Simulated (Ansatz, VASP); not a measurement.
Two plane-wave programs on Ir

```
Ir
1.0
     0.00000    1.91970    2.00609
     1.91970    0.00000    2.00609
     1.91970    1.91970    0.00000
Ir
1
Direct
  0.00000 0.00000 0.00000
```

Change from the starting cell: strain +0.0450 x Voigt [0, 0, 1, 0, 0, 0], atoms carried along.

Alike in both runs: task single point; functional LDA; k mesh 8 × 8 × 8; occupations gaussian, width 0.15 eV; no spin polarisation.

```csv
,VASP,Ansatz
version,VASP 6.6.1,Ansatz 0.2.0
potentials or method,"VASP PAW LDA potentials, release 64 (Ir), cutoff 520 eV","scalar-relativistic, plane waves, PAW"
valence electrons in the cell,9,17
```

|  | VASP | Ansatz | Ansatz less VASP |
| --- | --- | --- | --- |
| gap on the k mesh at the Fermi level (eV) | none | none | - |
| pressure (GPa) | -17.5 | -20.9 | -3.47 |
| traceless stress, the component that is largest in VASP (GPa) | -9.06 | -9.15 | -0.089 |

LDA's correlation is that of Perdew and Zunger in VASP and of Perdew and Wang (1992) in Ansatz. A gap of «none» marks a metal or a gap that the smearing closes. VASP's potentials hold 9 valence electrons a cell and Ansatz's 17, so a difference there can come from the potentials and not from the codes.

Neither program's run includes spin-orbit coupling.
